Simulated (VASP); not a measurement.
# BaTiO3 (P1) in VASP: a series of runs

Runs on BaTiO3. Level: PBE. Tasks: single point.

Program: VASP 6.6.1. These are calculated values, not measurements. Logs are shortened: lines on timing, memory, paths and dates and some standing lists are left out, and cuts for length are marked.

**1. The cell of the first run**

The typed cell holds 5 atoms: a = 3.749 Å, b = 4.524 Å, c = 3.791 Å, α = 93.47°, β = 80.70°, γ = 97.62°.

**2. Single point, PBE**

Input file INCAR:

```
SYSTEM = BaTiO3
PREC     = Accurate       ! precision mode
ENCUT    = 520            ! plane-wave cutoff, eV
EDIFF    = 1E-6           ! SCF threshold, eV
ISMEAR   = -1             ! smearing method
SIGMA    = 0.05           ! smearing width, eV
LREAL    = .FALSE.        ! projectors in reciprocal space
LASPH    = .TRUE.         ! aspherical terms in the spheres
NELM     = 80             ! most SCF steps
ALGO     = Normal         ! electronic algorithm
ISIF     = 2              ! what is computed and relaxed
LWAVE    = .FALSE.        ! write WAVECAR
LCHARG   = .FALSE.        ! write CHGCAR
GGA      = PE             ! functional
NBANDS   = 28             ! bands
```

Input file KPOINTS:

```
regular mesh
0
G
  6 5 6
  0 0 0
```

Input file POSCAR:

```
BaTiO3
1.0
    3.7267883628     -0.4032809600      0.0223674800
   -0.2680959586      3.2740519034      3.1100811900
    0.3026585042     -2.7521250348      2.5899183700
Ba Ti O
1 1 3
Direct
    0.0036372600      0.9972694200      0.9985015400
    0.5002452300      0.5116078500      0.5101821300
    0.9983542100      0.4928168200      0.4950359800
    0.4999067000      0.5015397800      0.9945381500
    0.4978566000      0.9929861300      0.4979621900
```

Potentials or basis: VASP PAW PBE potentials, release 64 (Ba_sv, Ti_sv, O).

The run is started by

```console
$ cat potpaw_PBE.64/Ba_sv/POTCAR potpaw_PBE.64/Ti_sv/POTCAR potpaw_PBE.64/O/POTCAR > POTCAR
$ mpirun -np 1 vasp_std > vasp.out
```

OUTCAR:

```text
SYSTEM = BaTiO3
   PREC = Accurate
   ENCUT = 520
   EDIFF = 1E-6
   ISMEAR = -1
   LREAL = .FALSE.
   LASPH = .TRUE.
   NELM = 80
   ISIF = 2
   GGA = PE

 ion  position               nearest neighbor table
   1  0.004  0.997  0.999-   5 2.43   5 2.45   4 2.73   4 2.74   3 2.84   5 2.86   3 2.89   5 2.89
                             3 3.03   3 3.04   4 3.10   4 3.15   2 3.22   2 3.25   2 3.35   2 3.37
   2  0.500  0.512  0.510-   4 1.84   3 1.87   3 1.88   4 1.95   5 2.18   5 2.34   1 3.22   1 3.25
                             1 3.35   1 3.37   1 3.48   1 3.49
   3  0.998  0.493  0.495-   2 1.87   2 1.88   1 2.84   1 2.89   1 3.03   1 3.04
   4  0.500  0.502  0.995-   2 1.84   2 1.95   1 2.73   1 2.74   1 3.10   1 3.15
   5  0.498  0.993  0.498-   2 2.18   2 2.34   1 2.43   1 2.45   1 2.86   1 2.89

  LATTYP: Found a triclinic cell.
 ALAT       =     3.7912361494
 B/A-ratio  =     1.5097844650
 C/A-ratio  =     0.9887570281
 COS(alpha) =     0.0021353891
 COS(beta)  =     0.1615377570
 COS(gamma) =     0.6145653225

  Lattice vectors:

 A1 = (  -0.3026585042,   2.7521250348,  -2.5899183700)
 A2 = (  -0.0345625456,  -0.5219268686,  -5.6999995600)
 A3 = (  -3.7267883628,   0.4032809600,  -0.0223674800)

Analysis of symmetry for initial positions (statically):
=====================================================================
 Subroutine PRICEL returns:
 Original cell was already a primitive cell.

 Routine SETGRP: Setting up the symmetry group for a
 triclinic supercell.

 Subroutine GETGRP returns: Found  1 space group operations
 (whereof  1 operations were pure point group operations)
 out of a pool of  2 trial point group operations.

The static configuration has the point symmetry C_1 .

Analysis of symmetry for dynamics (positions and initial velocities):
=====================================================================
 Subroutine PRICEL returns:
 Original cell was already a primitive cell.

 Routine SETGRP: Setting up the symmetry group for a
 triclinic supercell.

 Subroutine GETGRP returns: Found  1 space group operations
 (whereof  1 operations were pure point group operations)
 out of a pool of  2 trial point group operations.

The dynamic configuration has the point symmetry C_1 .

 Subroutine INISYM returns: Found  1 space group operations
[... 100 lines left out ...]
   LASPH  =      T    aspherical Exc in radial PAW
   ENCUT  =  520.0 eV  38.22 Ry    6.18 a.u.   6.97  8.41  7.05*2*pi/ulx,y,z
   NELM   =     80;   NELMIN=  2; NELMDL= -5     # of ELM steps
   EDIFF  = 0.1E-05   stopping-criterion for ELM
   LREAL  =      F    real-space projection
   EDIFFG = 0.1E-04   stopping-criterion for IOM
   NSW    =      0    number of steps for IOM
   IBRION =     -1    ionic relax: 0-MD 1-quasi-New 2-CG
   NFREE  =      0    steps in history (QN), initial steepest desc. (CG)
   ISIF   =      2    stress and relaxation
   ISYM   =      2    0-nonsym 1-usesym 2-fastsym
   POTIM  = 0.5000    time-step for ionic-motion
   TEBEG  =    0.0;   TEEND  =   0.0 temperature during run
   PSTRESS=    0.0 pullay stress
   NELECT =      40.0000    total number of electrons
   NUPDOWN=      -1.0000    fix difference up-down
   EMIN   =  10.00;   EMAX   =-10.00  energy-range for DOS
   EFERMI =   0.00;   METHOD = LEGACY
   ISMEAR =    -1;   SIGMA  =   0.05  broadening in eV -4-tet -1-fermi 0-gaus
   EFERMI_NEDOS =   21; number of points for ismear=-14 and -15
   IALGO  =     38    algorithm
   IMIX   =      4    mixing-type and parameters
     AMIX     =   0.40;   BMIX     =  1.00
     AMIX_MAG =   1.60;   BMIX_MAG =  1.00
  volume/ion in A,a.u.               =      12.57        84.81
  Fermi-wavevector in a.u.,A,eV,Ry     =   1.408298  2.661296 26.984462  1.983302
  Thomas-Fermi vector in A             =   2.530470
   LORBIT       =      0    0 simple, 1 ext, 2 COOP (PROOUT), +10 PAW based schemes
   GGA     = PE    functional components
   LHFCALC =     F    Hartree Fock is set to
   AEXX    =    0.0000 exact exchange contribution
   IVDW    =     0    specifies the selected vdW correction
   LEPSILON=     F    determine dielectric tensor
   LRPA    =     F    only Hartree local field effects (RPA)
 non-spin polarized calculation
  energy-cutoff  :      520.00
  volume of cell :       62.83
 maximum number of plane-waves:      1710
   NGX = 13   NGY = 17   NGZ = 15

 number of electron      39.9999999 magnetization

 Free energy of the ion-electron system (eV)
  ---------------------------------------------------
  ext. energy  EPLUGINS =         0.00000000
  ---------------------------------------------------
  free energy    TOTEN  =       -37.88741864 eV

  energy without entropy =      -37.88736098  energy(sigma->0) =      -37.88738981

 E-fermi :   5.2260     XC(G=0): -11.3219

 val. band max:        4.8959875029   @ k =   0.5000   0.4000   0.5000
 cond. band min:       5.4740503752   @ k =   0.0000   0.0000   0.0000
 fundamental gap:      0.5780628723
 Fermi energy:         5.2260308607

 k-point     1 :       0.0000    0.0000    0.0000
  band No.  band energies     occupation
      1     -52.4522      2.00000
      2     -28.7731      2.00000
      3     -28.7317      2.00000
      4     -28.6528      2.00000
      5     -20.7754      2.00000
      6     -13.3623      2.00000
[... 733 lines left out ...]
     27      11.2959      0.00000
     28      12.1964      0.00000

 [... further k-points ...]

------------------------ aborting loop because EDIFF is reached ----------------------------------------

  FORCE on cell =-STRESS in cart. coord.  units (eV):
  Direction    XX          YY          ZZ          XY          YZ          ZX
  --------------------------------------------------------------------------------------
  -------------------------------------------------------------------------------------
  Total       12.9197122      3.0796199      7.2319690     10.2590418     -6.7759425     -3.0507111
  in kB      329.4292955     78.5247374    184.4021306    261.5870104   -172.7742796    -77.7876148
  external PRESSURE =     197.4520545 kB  Pullay stress =       0.0000000 kB

 VOLUME and BASIS-vectors are now :
 -----------------------------------------------------------------------------
  energy-cutoff  :      520.00
  volume of cell :       62.83
      direct lattice vectors                 reciprocal lattice vectors
     3.726788363 -0.403280960  0.022367480     0.271168548  0.026030727 -0.004027792
    -0.268095959  3.274051903  3.110081190     0.015642677  0.153502302  0.161288148
     0.302658504 -2.752125035  2.589918370    -0.021126284 -0.184556729  0.192465856

 POSITION                                       TOTAL-FORCE (eV/Angst)
 -----------------------------------------------------------------------------------
      0.04840      0.51564      5.68771        -0.061238      0.068861      0.347140
      1.88156      0.06921      2.92366        -0.163256      0.559240      0.259395
      3.73836     -0.15151      2.83713         0.111917      0.006184     -0.191896
      2.02959     -1.29663      4.14678        -0.096222     -0.109658      0.066026
      1.73990      1.67986      4.38908         0.208800     -0.524627     -0.480665
 -----------------------------------------------------------------------------------
    total drift:                                0.000186      0.000805     -0.000831

  FREE ENERGIE OF THE ION-ELECTRON SYSTEM (eV)
  ---------------------------------------------------
  free  energy   TOTEN  =       -37.8874186380 eV

  energy  without entropy=      -37.8873609795  energy(sigma->0) =      -37.88738981
```

OSZICAR:

```text
N       E                     dE             d eps       ncg     rms          rms(c)
DAV:   1     0.441907623367E+03    0.44191E+03   -0.20971E+04  5152   0.155E+03
DAV:   2    -0.188541162509E+01   -0.44379E+03   -0.42205E+03  5868   0.433E+02
DAV:   3    -0.469154491881E+02   -0.45030E+02   -0.44586E+02  7072   0.136E+02
DAV:   4    -0.491083553990E+02   -0.21929E+01   -0.21854E+01  7844   0.259E+01
DAV:   5    -0.491654314990E+02   -0.57076E-01   -0.57067E-01  6908   0.340E+00    0.253E+01
DAV:   6    -0.382430737536E+02    0.10922E+02   -0.58040E+01  7280   0.700E+01    0.114E+01
DAV:   7    -0.381630794398E+02    0.79994E-01   -0.13059E+01  6992   0.267E+01    0.800E+00
DAV:   8    -0.378703838186E+02    0.29270E+00   -0.12074E+00  6608   0.103E+01    0.334E+00
DAV:   9    -0.379213598106E+02   -0.50976E-01   -0.31257E-01  7684   0.407E+00    0.175E+00
DAV:  10    -0.378879453275E+02    0.33414E-01   -0.17194E-01  6004   0.400E+00    0.286E-01
DAV:  11    -0.378875316474E+02    0.41368E-03   -0.98505E-03  6172   0.628E-01    0.128E-01
DAV:  12    -0.378874046600E+02    0.12699E-03   -0.69280E-04  6688   0.182E-01    0.521E-02
DAV:  13    -0.378874293917E+02   -0.24732E-04   -0.30761E-04  5988   0.106E-01    0.363E-02
DAV:  14    -0.378874197598E+02    0.96319E-05   -0.74754E-05  6364   0.793E-02    0.137E-02
DAV:  15    -0.378874184531E+02    0.13067E-05   -0.15940E-05  7276   0.269E-02    0.508E-03
DAV:  16    -0.378874186380E+02   -0.18490E-06   -0.15190E-06  3512   0.108E-02
   1 F= -.37887419E+02 E0= -.37887390E+02  d E =-.576586E-04
```

stdout:

```text
POSCAR found type information on POSCAR BaTiO
 POSCAR found :  3 types and       5 ions
 scaLAPACK will be used
 LDA part: xc-table for (Slater+PW92), standard interpolation
 POSCAR, INCAR and KPOINTS ok, starting setup
 FFT: planning ... GRIDC
 FFT: planning ... GRID_SOFT
 FFT: planning ... GRID
 WAVECAR not read
 entering main loop
```

Wall time 61 s (1 thread of Intel Xeon 6975P-C (Granite Rapids), shared host); peak memory 0.28 GiB.

What came out:

```
Free energy            : -37.8874 eV
Pressure               : 19.7 GPa
Largest force          : 0.742 eV/Å
Band gap on the k mesh : 0.58 eV (least direct gap 0.70 eV)
```

Forces in eV/Å, atoms in the order of the input:
```
Ba  -0.061  0.069  0.347
Ti  -0.163  0.559  0.259
O    0.112  0.006 -0.192
O   -0.096 -0.110  0.066
O    0.209 -0.525 -0.481
```

Caveat: the cell stands under pressure; spin-orbit coupling is left out, which moves the levels of the heavy elements; an odd mesh through Γ misses points on the zone boundary, where band edges can lie.

**3. Single point, PBE**

Input file INCAR:

```
PREC = Accurate
ENCUT = 520
EDIFF = 1E-6
ISMEAR = -1
SIGMA = 0.05
LREAL = False
LASPH = True
NELM = 80
ALGO = Normal
ISIF = 2
LWAVE = False
LCHARG = True
GGA = PE
LELF = True
LVHAR = True
NBANDS = 28
```

Input file KPOINTS:

```
regular mesh
0
Gamma
  6 5 6
```

Changes to POSCAR since step 2:

```diff
@@ -2,5 +2,5 @@
 1.0
-    3.7267883628     -0.4032809600      0.0223674800
-   -0.2680959586      3.2740519034      3.1100811900
-    0.3026585042     -2.7521250348      2.5899183700
+    3.7246787355     -0.3846364701      0.0223674800
+   -0.2517185873      3.2726295367      3.1100811900
+    0.2888899683     -2.7505428996      2.5899183700
 Ba Ti O
```

Potentials or basis: VASP PAW PBE potentials, release 64 (Ba_sv, Ti_sv, O).

The run is started by

```console
$ cat potpaw_PBE.64/Ba_sv/POTCAR potpaw_PBE.64/Ti_sv/POTCAR potpaw_PBE.64/O/POTCAR > POTCAR
$ mpirun -np 1 vasp_std > vasp.out
```

It took 68 s on 1 thread of Intel Xeon 6975P-C (Granite Rapids), shared host; peak memory 0.29 GiB.

It converged, with:

| Quantity | Value |
| --- | --- |
| Free energy | -37.9869 eV |
| Pressure | 19.5 GPa |
| Largest force | 0.734 eV/Å |
| Band gap on the k mesh | 0.64 eV (least direct gap 0.77 eV) |

Forces in eV/Å, atoms in the order of the input:
```
Ba  -0.066  0.067  0.347
Ti  -0.155  0.572  0.251
O    0.112  0.007 -0.196
O   -0.093 -0.126  0.074
O    0.202 -0.520 -0.477
```

Stress tensor (GPa, compression positive):
```
 32.84  24.86  -7.49
 24.86   7.55 -17.31
 -7.49 -17.31  18.15
```

Levels at points of the mesh, in eV from the valence-band top:
| k point | band 16 | band 17 | band 18 | band 19 | band 20 | band 21 | band 22 | band 23 | band 24 | band 25 |
| --- | --- | --- | --- | --- | --- | --- | --- | --- | --- | --- |
| (0.00, 0.00, 0.00) | -2.07 | -1.66 | -0.94 | -0.70 | -0.13 | 0.64 | 1.02 | 1.24 | 2.37 | 3.66 |
| (0.50, 0.00, 0.00) | -3.19 | -2.95 | -2.60 | -1.99 | -1.44 | 1.20 | 2.49 | 3.32 | 3.39 | 5.79 |
| (0.00, 0.00, 0.50) | -2.93 | -2.84 | -2.62 | -2.14 | -1.11 | 1.25 | 2.56 | 3.19 | 3.30 | 5.93 |
| (0.50, 0.00, 0.50) | -3.93 | -2.43 | -1.14 | -0.20 | -0.06 | 2.69 | 3.02 | 3.44 | 3.94 | 7.45 |

Caveat: the cell stands under pressure; spin-orbit coupling is left out, which moves the levels of the heavy elements; an odd mesh through Γ misses points on the zone boundary, where band edges can lie. A hybrid or GW would open this gap; PBE tends to underestimate it.
